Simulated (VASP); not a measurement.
BaS, 4 atoms in the cell. The typed cell holds 4 atoms: a = 4.550 Å, b = 4.550 Å, c = 7.870 Å, α = 73.23°, β = 73.25°, γ = 60.03°. 

- Program: VASP 6.6.1
- Task: single point
- Functional: PBE
- Potentials or basis: VASP PAW PBE potentials, release 64 (Ba_sv, S)
- Cutoff: 520 eV
- k mesh: 4 × 4 × 4
- Occupations: gaussian, width 0.1 eV
- Spin: no spin polarisation
- Dipole correction: no
- Further INCAR settings: ALGO = Normal; EDIFF = 1e-06; NBANDS = 24

Potentials or basis: VASP PAW PBE potentials, release 64 (Ba_sv, S).

Launch:

```console
$ cat potpaw_PBE.64/Ba_sv/POTCAR potpaw_PBE.64/S/POTCAR > POTCAR
$ mpirun -np 1 vasp_std > vasp.out
```

Hardware: 1 thread of Intel(R) Xeon(R) Platinum 8488C (Sapphire Rapids), with other jobs on the host.

Question: How long does it take, and how much memory?

Answer: Run time: 95 s on 1 thread of Intel(R) Xeon(R) Platinum 8488C (Sapphire Rapids), on a shared host, peak memory 0.32 GiB. Counts: scf iterations 13, k points 36.
